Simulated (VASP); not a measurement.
A run of VASP 6.6.1 is set up as follows.

The input INCAR:

```
SYSTEM = ZrSn7O16
PREC = Accurate
ENCUT = 520
EDIFF = 1E-8
ISMEAR = -1
SIGMA = 0.01
LREAL = Auto
LASPH = .TRUE.
NELM = 100
ALGO = Normal
ISIF = 2
LWAVE = .FALSE.
LCHARG = .FALSE.
GGA = PE
LEFG = .TRUE.
NBANDS = 121
```

Contents of KPOINTS:

```
Automatic mesh
0
G
  4 4 4
  0 0 0
```

POSCAR

```
ZrSn7O16
1.0
   -4.7380000000      4.7380000000      3.1865000000
    4.7380000000     -4.7380000000      3.1865000000
    4.7380000000      4.7380000000     -3.1865000000
Zr Sn O
1 7 16
Direct
    0.0000000000      0.0000000000      0.0000000000
    0.5000000000      0.5000000000      0.0000000000
    0.5000000000      0.0000000000      0.5000000000
    0.0000000000      0.5000000000      0.5000000000
    0.5000000000      0.5000000000      0.5000000000
    0.0000000000      0.0000000000      0.5000000000
    0.0000000000      0.5000000000      0.0000000000
    0.5000000000      0.0000000000      0.0000000000
    0.1535500000      0.1535500000      0.3071000000
    0.6535500000      0.6535500000      0.3071000000
    0.6535500000      0.1535500000      0.8071000000
    0.1535500000      0.6535500000      0.8071000000
    0.6535500000      0.3464500000      0.5000000000
    0.1535500000      0.8464500000      0.5000000000
    0.1535500000      0.3464500000      0.0000000000
    0.6535500000      0.8464500000      0.0000000000
    0.3464500000      0.3464500000      0.6929000000
    0.8464500000      0.8464500000      0.6929000000
    0.8464500000      0.3464500000      0.1929000000
    0.3464500000      0.8464500000      0.1929000000
    0.3464500000      0.6535500000      0.5000000000
    0.8464500000      0.1535500000      0.5000000000
    0.8464500000      0.6535500000      0.0000000000
    0.3464500000      0.1535500000      0.0000000000
```

Potentials or basis: VASP PAW PBE potentials, release 64 (Zr_sv, Sn_d, O).

Command:

```sh
$ cat potpaw_PBE.64/Zr_sv/POTCAR potpaw_PBE.64/Sn_d/POTCAR potpaw_PBE.64/O/POTCAR > POTCAR
$ mpirun -np 1 vasp_std > vasp.out
```

Question: What does it give for the pressure?

Answer: 13.6 GPa.

Question: Predict the largest force.

Answer: 0.707 eV/Å.

Question: Predict the band gap on the k mesh.

Answer: 1.84 eV.

Forces on the atoms (eV/Å):
```
Zr   0.000  0.000  0.000
Sn   0.000  0.000  0.000
Sn   0.000  0.000  0.000
Sn   0.000  0.000  0.000
Sn   0.000  0.000  0.000
Sn   0.000  0.000  0.000
Sn   0.000  0.000  0.000
Sn   0.000  0.000  0.000
O    0.180  0.180  0.000
O   -0.367 -0.367  0.000
O   -0.307 -0.213  0.000
O   -0.213 -0.307  0.000
O    0.229 -0.229  0.000
O    0.229 -0.229  0.000
O    0.449 -0.449  0.312
O    0.449 -0.449 -0.312
O    0.367  0.367  0.000
O   -0.180 -0.180  0.000
O    0.213  0.307  0.000
O    0.307  0.213  0.000
O   -0.229  0.229  0.000
O   -0.229  0.229  0.000
O   -0.449  0.449 -0.312
O   -0.449  0.449  0.312
```

Caveat: without QUAD_EFG the Cq values of the log hold for a quadrupole moment of 1 mb, not for the nuclei; spin-orbit coupling is left out, which moves the levels of the heavy elements.
